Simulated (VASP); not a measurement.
Set up this calculation in VASP 6.6.1, as the native input.

```yaml
Task: single point
Functional: PBEsol
Potentials_or_basis: VASP PAW PBE potentials, release 64 (Rh_pv)
Cutoff: 500 eV
k_mesh: 11 × 11 × 3
Occupations: methfessel-paxton, width 0.25 eV
Spin: no spin polarisation
Dipole_correction: no
Further_INCAR_settings: ALGO = Normal; EDIFF = 1e-06; NBANDS = 38
```

The structure of Rh lies in POSCAR:

```
Rh
1.0
    2.6917400000      0.0000000000      0.0000000000
   -1.3458700000      2.3311200000      0.0000000000
    0.0000000000      0.0000000000      8.7980700000
Rh
4
Direct
    0.0000000000      0.0000000000      0.0000000000
    0.3333333333      0.6666666667      0.2500000000
    0.0000000000      0.0000000000      0.5000000000
    0.6666666667      0.3333333333      0.7500000000
```

This isn't the form of Rh at room conditions, which is fcc.

The input as run:

INCAR

```
ALGO     = Normal         # electronic algorithm
EDIFF    = 1E-6           # SCF threshold, eV
ENCUT    = 500            # plane-wave cutoff, eV
GGA      = PS             # functional
GGA_COMPAT= F            
ISIF     = 2              # what is computed and relaxed
ISMEAR   = 1              # smearing method
LASPH    = T              # aspherical terms in the spheres
LCHARG   = F              # write CHGCAR
LREAL    = F              # projectors in reciprocal space
LWAVE    = F              # write WAVECAR
NBANDS   = 38             # bands
NELM     = 120            # most SCF steps
PREC     = Accurate       # precision mode
SIGMA    = 0.25           # smearing width, eV
```

KPOINTS

```
k-points
0
Gamma
  11 11 3
```

Potentials or basis: VASP PAW PBE potentials, release 64 (Rh_pv).

Command:

```console
$ cat potpaw_PBE.64/Rh_pv/POTCAR > POTCAR
$ mpirun -np 1 vasp_std > vasp.out
```

It gave:

The pressure is -5.7 GPa and the band gap on the k mesh is zero (bands 30 and 31 overlap by 1.63 eV).

Caveat: the cell stands under tension; the PAW data sets were made with another functional, which shifts forces and pressure a little.

Wall time 59 s on 1 thread of AMD EPYC 7R13 (shared host), peak memory 0.16 GiB.
